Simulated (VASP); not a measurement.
# C (P6/mmm) in VASP: notebook, part 2 of 2

VASP 6.6.1. Earlier steps stand in the parts before.

### 5 Relaxation of shape and atoms at fixed volume, PBE+D3(BJ) (volume scaled by 1.10)

INCAR

```
SYSTEM = C
PREC = Accurate ; ENCUT = 600
EDIFF = 1E-7 ; ISMEAR = 0
SIGMA = 0.1 ; LREAL = .FALSE.
LASPH = .TRUE. ; NELM = 60
ALGO = Normal ; ISIF = 4
LWAVE = .FALSE. ; LCHARG = .FALSE.
GGA = PE ; IVDW = 12
IBRION = 2 ; NSW = 50
EDIFFG = -0.01
```

KPOINTS

```
regular mesh
0
G
  18 18 12
  0 0 0
```

POSCAR

```
C
1.0
    2.4983105724      0.0000000000      0.0000000000
   -1.2491552862      2.1636004223      0.0000000000
    0.0000000000      0.0000000000      3.8194112884
C
2
Direct
    0.3333333333      0.6666666667      0.0000000000
    0.6666666667      0.3333333333      0.0000000000
```

Potentials or basis: VASP PAW PBE potentials, release 64 (C).

The run is started by

```
> cat potpaw_PBE.64/C/POTCAR > POTCAR
> mpirun -np 1 vasp_std > vasp.out
```

OUTCAR:

```text
SYSTEM = C
   PREC = Accurate
   ENCUT = 600
   EDIFF = 1E-7
   ISMEAR = 0
   LREAL = .FALSE.
   LASPH = .TRUE.
   NELM = 60
   ISIF = 4
   GGA = PE
   IVDW = 12
   IBRION = 2
   NSW = 50
   EDIFFG = -0.01
 IVDW          = 12

 ion  position               nearest neighbor table
   1  0.333  0.667  0.000-   2 1.44   2 1.44   2 1.44
   2  0.667  0.333  0.000-   1 1.44   1 1.44   1 1.44

  LATTYP: Found a hexagonal cell.
 ALAT       =     2.4983105724
 C/A-ratio  =     1.5287976325

  Lattice vectors:

 A1 = (   2.4983105724,   0.0000000000,   0.0000000000)
 A2 = (  -1.2491552862,   2.1636004223,   0.0000000000)
 A3 = (   0.0000000000,   0.0000000000,   3.8194112884)

Analysis of symmetry for initial positions (statically):
=====================================================================
 Subroutine PRICEL returns:
 Original cell was already a primitive cell.

 Routine SETGRP: Setting up the symmetry group for a
 hexagonal supercell.

 Subroutine GETGRP returns: Found 24 space group operations
 (whereof 24 operations were pure point group operations)
 out of a pool of 24 trial point group operations.

The static configuration has the point symmetry D_6h.

Analysis of symmetry for dynamics (positions and initial velocities):
=====================================================================
 Subroutine PRICEL returns:
 Original cell was already a primitive cell.

 Routine SETGRP: Setting up the symmetry group for a
 hexagonal supercell.

 Subroutine GETGRP returns: Found 24 space group operations
 (whereof 24 operations were pure point group operations)
 out of a pool of 24 trial point group operations.

The dynamic configuration has the point symmetry D_6h.

 Subroutine INISYM returns: Found 24 space group operations
 (whereof 24 operations are pure point group operations),
 and found     1 'primitive' translations

----------------------------------------------------------------------------------------

                                     Primitive cell

  volume of cell :      20.6452

  direct lattice vectors                    reciprocal lattice vectors
     2.498310572  0.000000000  0.000000000     0.400270491  0.231096276  0.000000000
    -1.249155286  2.163600422  0.000000000     0.000000000  0.462192552  0.000000000
     0.000000000  0.000000000  3.819411288     0.000000000  0.000000000  0.261820455

  length of vectors
     2.498310572  2.498310572  3.819411288     0.462192552  0.462192552  0.261820455

  position of ions in fractional coordinates (direct lattice)
     0.333333333  0.666666667  0.000000000
     0.666666667  0.333333333  0.000000000

  ion indices of the primitive-cell ions
   primitive index   ion index
                 1           1
                 2           2

----------------------------------------------------------------------------------------

 KPOINTS: regular mesh

Automatic generation of k-mesh.
 Grid dimensions read from file:
 generate k-points for:   18   18   12

 Generating k-lattice:

  Cartesian coordinates                     Fractional coordinates (reciprocal lattice)
     0.022237250  0.012838682  0.000000000     0.055555556  0.000000000  0.000000000
     0.000000000  0.025677364  0.000000000     0.000000000  0.055555556  0.000000000
     0.000000000  0.000000000  0.021818371     0.000000000  0.000000000  0.083333333

  Length of vectors
     0.025677364  0.025677364  0.021818371

  Shift w.r.t. Gamma in fractional coordinates (k-lattice)
     0.000000000  0.000000000  0.000000000

 Subroutine IBZKPT returns following result:
 ===========================================

 Found    259 irreducible k-points:

 Following reciprocal coordinates:
            Coordinates               Weight
  0.000000  0.000000  0.000000      1.000000
  0.055556 -0.000000  0.000000      6.000000
  0.111111 -0.000000  0.000000      6.000000
  0.166667  0.000000  0.000000      6.000000
  0.222222  0.000000  0.000000      6.000000
  0.277778 -0.000000  0.000000      6.000000
[... 16 lines left out ...]
  0.333333  0.111111  0.000000     12.000000
  0.388889  0.111111  0.000000     12.000000
 [... further k-points ...]
   k-points           NKPTS =    259   k-points in BZ     NKDIM =    259   number of bands    NBANDS=      8
   number of dos      NEDOS =    301   number of ions     NIONS =      2
   total plane-waves  NPLWV =  12800
   dimension x,y,z NGX =    20 NGY =   20 NGZ =   32
   dimension x,y,z NGXF=    40 NGYF=   40 NGZF=   64
   ions per type =               2
   NGX,Y,Z   is equivalent  to a cutoff of  13.31, 13.31, 13.93 a.u.
   NGXF,Y,Z  is equivalent  to a cutoff of  26.62, 26.62, 27.86 a.u.
 SYSTEM =  C
   PREC   = accura    normal or accurate (medium, high low for compatibility)
   ISTART =      0    job   : 0-new  1-cont  2-samecut
   ICHARG =      2    charge: 1-file 2-atom 10-const
   ISPIN  =      1    spin polarized calculation?
   LNONCOLLINEAR =      F non collinear calculations
   LSORBIT =      F    spin-orbit coupling
   LASPH  =      T    aspherical Exc in radial PAW
   ENCUT  =  600.0 eV  44.10 Ry    6.64 a.u.   4.99  4.99  7.63*2*pi/ulx,y,z
   NELM   =     60;   NELMIN=  2; NELMDL= -5     # of ELM steps
   EDIFF  = 0.1E-06   stopping-criterion for ELM
   LREAL  =      F    real-space projection
   EDIFFG = -.1E-01   stopping-criterion for IOM
   NSW    =     50    number of steps for IOM
   IBRION =      2    ionic relax: 0-MD 1-quasi-New 2-CG
   NFREE  =      1    steps in history (QN), initial steepest desc. (CG)
   ISIF   =      4    stress and relaxation
   ISYM   =      2    0-nonsym 1-usesym 2-fastsym
   POTIM  = 0.5000    time-step for ionic-motion
   TEBEG  =    0.0;   TEEND  =   0.0 temperature during run
   PSTRESS=    0.0 pullay stress
   NELECT =       8.0000    total number of electrons
   NUPDOWN=      -1.0000    fix difference up-down
   EMIN   =  10.00;   EMAX   =-10.00  energy-range for DOS
   EFERMI =   0.00;   METHOD = LEGACY
   ISMEAR =     0;   SIGMA  =   0.10  broadening in eV -4-tet -1-fermi 0-gaus
   EFERMI_NEDOS =   21; number of points for ismear=-14 and -15
   IALGO  =     38    algorithm
   IMIX   =      4    mixing-type and parameters
     AMIX     =   0.40;   BMIX     =  1.00
     AMIX_MAG =   1.60;   BMIX_MAG =  1.00
  volume/ion in A,a.u.               =      10.32        69.66
  Fermi-wavevector in a.u.,A,eV,Ry     =   1.193525  2.255435 19.381526  1.424502
  Thomas-Fermi vector in A             =   2.329537
   LORBIT       =      0    0 simple, 1 ext, 2 COOP (PROOUT), +10 PAW based schemes
   GGA     = PE    functional components
   LHFCALC =     F    Hartree Fock is set to
   AEXX    =    0.0000 exact exchange contribution
   IVDW    =    12    specifies the selected vdW correction
   LEPSILON=     F    determine dielectric tensor
   LRPA    =     F    only Hartree local field effects (RPA)
 conjugate gradient relaxation of ions
 non-spin polarized calculation
 Gauss-broadening in eV      SIGMA  =   0.10
  energy-cutoff  :      600.00
  volume of cell :       20.65
 maximum number of plane-waves:       711
 NGX is ok and might be reduce to    20

--------------------------------------- Ionic step        1  -------------------------------------------

 number of electron       8.0000000 magnetization

 Free energy of the ion-electron system (eV)
  ---------------------------------------------------
  ext. energy  EPLUGINS =         0.00000000
  ---------------------------------------------------
  free energy    TOTEN  =       -18.42827801 eV

  energy without entropy =      -18.42813764  energy(sigma->0) =      -18.42820783

------------------------ aborting loop because EDIFF is reached ----------------------------------------

 Edisp (eV)   -0.26561

 E8    (eV) :    -0.0742
[... 71 lines left out ...]
--------------------------------------- Ionic step        3  -------------------------------------------

 number of electron       8.0000000 magnetization

 Free energy of the ion-electron system (eV)
  ---------------------------------------------------
  ext. energy  EPLUGINS =         0.00000000
  ---------------------------------------------------
  free energy    TOTEN  =       -18.45218545 eV

  energy without entropy =      -18.45201937  energy(sigma->0) =      -18.45210241

 E-fermi :   3.4077     XC(G=0):  -9.2673

 val. band max:        3.4069383964   @ k =   0.3333   0.3333   0.2500
 cond. band min:       3.5349654212   @ k =   0.3333   0.3333   0.1667
 fundamental gap:      0.1280270248
 Fermi energy:         3.4076718506

 k-point     1 :       0.0000    0.0000    0.0000
  band No.  band energies     occupation
      1     -16.1135      2.00000
      2      -3.7374      2.00000
      3       0.3662      2.00000
      4       0.3662      2.00000
      5       6.8063      0.00000
      6      11.6817      0.00000
      7      11.6817      0.00000
      8      14.8404      0.00000
[... 243 lines left out ...]
 k-point    24 :       0.3889    0.1111    0.0000
  band No.  band energies     occupation
      1     -11.4321      2.00000
      2      -8.7969      2.00000
      3      -3.8232      2.00000
      4       1.1930      2.00000
      5       5.8747      0.00000
      6      11.9268      0.00000
      7      12.9928      0.00000
      8      15.9481      0.00000

 [... further k-points ...]

------------------------ aborting loop because EDIFF is reached ----------------------------------------

 Edisp (eV)   -0.26084

 E8    (eV) :    -0.0728
[... 25 lines left out ...]
  FREE ENERGIE OF THE ION-ELECTRON SYSTEM (eV)
  ---------------------------------------------------
  free  energy   TOTEN  =       -18.7130231002 eV

  energy  without entropy=      -18.7128570183  energy(sigma->0) =      -18.71294006

 reached required accuracy - stopping structural energy minimisation
```

OSZICAR:

```text
N       E                     dE             d eps       ncg     rms          rms(c)
DAV:   1     0.121993918150E+02    0.12199E+02   -0.48630E+03  4208   0.995E+02
[... 27 lines left out ...]
       N       E                     dE             d eps       ncg     rms          rms(c)
DAV:   1    -0.184530420480E+02   -0.47180E-03   -0.39380E-02  4200   0.171E+00    0.113E-01
DAV:   2    -0.184524646452E+02    0.57740E-03   -0.86080E-04  6080   0.236E-01    0.659E-02
DAV:   3    -0.184521864694E+02    0.27818E-03   -0.10061E-03  4880   0.211E-01    0.174E-02
DAV:   4    -0.184521854706E+02    0.99875E-06   -0.13354E-05  5240   0.335E-02    0.111E-02
DAV:   5    -0.184521855284E+02   -0.57770E-07   -0.44543E-06  4904   0.214E-02    0.321E-03
DAV:   6    -0.184521854484E+02    0.79928E-07   -0.17724E-07  6040   0.356E-03
   3 F= -.18713023E+02 E0= -.18712940E+02  d E =-.191330E-01
```

CONTCAR:

```text
C
   1.00000000000000
     2.4695315128144015    0.0000000000000000    0.0000000000000000
    -1.2347657564072008    2.1386770255966181   -0.0000000000000000
     0.0000000000000000   -0.0000000000000000    3.9089501695402289
  C
     2
Direct
     0.3333333332999970    0.6666666667000030    0.0000000000000000
     0.6666666667000030    0.3333333332999970    0.0000000000000000

  0.00000000E+00  0.00000000E+00  0.00000000E+00
  0.00000000E+00  0.00000000E+00  0.00000000E+00
```

Run time: 2.5 min. Hardware: 1 thread of Intel Xeon 8259CL, shared host; peak memory 0.17 GiB.

What came out:

```
Free energy                : -18.7130 eV
Energy gained by relaxing  : 9.6 meV/atom
Ionic steps                : 3
Pressure after relaxing    : -1.7 GPa
Band gap on the k mesh     : zero (band 4 reaches 3.67 eV, above the bottom of band 5 at 3.16 eV)
Dispersion energy per atom : -0.130 eV
```

The path:
```csv
step,energy change (eV),largest force (eV/Å),pressure (GPa),volume (Å³)
1,0.0000,0.0000,-9.93,20.65
2,-0.0188,0.0000,-0.67,20.65
3,-0.0191,0.0000,-1.75,20.65
```

Final structure:
```yaml
crystal:
  lattice:
    - [2.46953, 0.00000, 0.00000]
    - [-1.23477, 2.13868, 0.00000]
    - [0.00000, 0.00000, 3.90895]
  atoms:
    - { symbol: C, position: [0.33333, 0.66667, 0.00000] }
    - { symbol: C, position: [0.66667, 0.33333, 0.00000] }
```

Levels at points of the mesh, in eV from the Fermi level:
```tsv
k point	band 2	band 3	band 4	band 5	band 6	band 7
(0.00, 0.00, 0.00)	-7.15	-3.04	-3.04	3.40	8.27	8.27
(0.50, 0.00, 0.00)	-13.23	-6.41	-2.07	2.08	7.27	10.68
(0.00, 0.00, 0.50)	-7.99	-3.03	-3.03	7.60	8.30	8.30
(0.50, 0.00, 0.50)	-13.18	-6.40	-2.62	1.31	7.39	12.75
```

Caveat: the cell differs from its parent crystal (volume scaled by 1.10).

### 6 Summary

| task | cell | k mesh | cutoff (eV) | smearing | gap on the mesh (eV) | pressure (GPa) |
| --- | --- | --- | --- | --- | --- | --- |
| single point | a = 2.502, b = 2.502, c = 3.592 Å, angles 90.0, 90.0, 120.0°, 2 atoms | 21 × 21 × 12 | 520 | gaussian 0.1 eV | none | -10.9 |
| single point | a = 2.465, b = 2.465, c = 3.567 Å, angles 90.0, 90.0, 120.0°, 2 atoms | 18 × 18 × 6 | 600 | tetrahedron | none | 0.0 |
| relaxation of shape and atoms at fixed volume | relaxed from a = 2.490, b = 2.490, c = 3.705 Å, angles 90.0, 90.0, 120.0°, 2 atoms | 18 × 18 × 12 | 600 | gaussian 0.1 eV | none | -1.4 |
| relaxation of shape and atoms at fixed volume | relaxed from a = 2.498, b = 2.498, c = 3.819 Å, angles 90.0, 90.0, 120.0°, 2 atoms | 18 × 18 × 12 | 600 | gaussian 0.1 eV | none | -1.7 |

Alike in all rows: level PBE+D3(BJ); potentials or basis VASP PAW PBE potentials, release 64 (C); no spin polarisation.

Absolute energies hang on the potentials; compare differences alone.
